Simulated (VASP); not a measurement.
AlRu4:

```
Al Ru
1.0
    -2.96600    2.96600    1.87600
     2.96600   -2.96600    1.87600
     2.96600    2.96600   -1.87600
Al Ru
1 4
Cartesian
  0.0000 0.0000 0.0000
  1.1864 3.5592 0.0000
  1.7796 -0.5932 1.8760
  0.5932 1.7796 1.8760
  2.3728 1.1864 0.0000
```

```yaml
Program: VASP 6.6.1
Task: relaxation of cell and atoms
Functional: PBE
Potentials_or_basis: VASP PAW PBE potentials, release 64 (Al, Ru_pv)
Cutoff: 600 eV
k_mesh: 5 × 5 × 5
Occupations: gaussian, width 0.2 eV
Spin: no spin polarisation
```

At the start: pressure 15.1 GPa; volume 13.20 Å³/atom.

How do energy, volume and symmetry change on relaxing?

Over 6 steps the energy falls by 37.6 meV/atom and the volume is 13.92 Å³/atom (+5.5 %); space group I4/m (No. 87, to 0.05 Å).

Step by step:
```tsv
step	energy change (eV)	largest force (eV/Å)	pressure (GPa)	volume (Å³)
1	0.0000	0.3451	15.12	66.01
2	0.5654	0.3760	-23.47	78.65
3	-0.1678	0.3293	-0.96	69.81
4	-0.1682	0.3290	-0.40	69.66
5	-0.1843	0.1713	-0.11	69.63
6	-0.1882	0.0675	0.21	69.61
```

Final structure:
```
Al Ru
1.0
    -3.03323    3.03323    1.89153
     3.03323   -3.03323    1.89153
     3.03323    3.03323   -1.89153
Al Ru
1 4
Direct
  0.00000 0.00000 0.00000
  0.59934 0.19509 0.79443
  0.40066 0.80491 0.20557
  0.80491 0.59934 0.40425
  0.19509 0.40066 0.59575
```

Caveat: the k points lie up to 0.39 Å⁻¹ apart in the final cell; the relaxation stopped at a loose force limit of 0.08 eV/Å, so its end isn't a converged minimum.
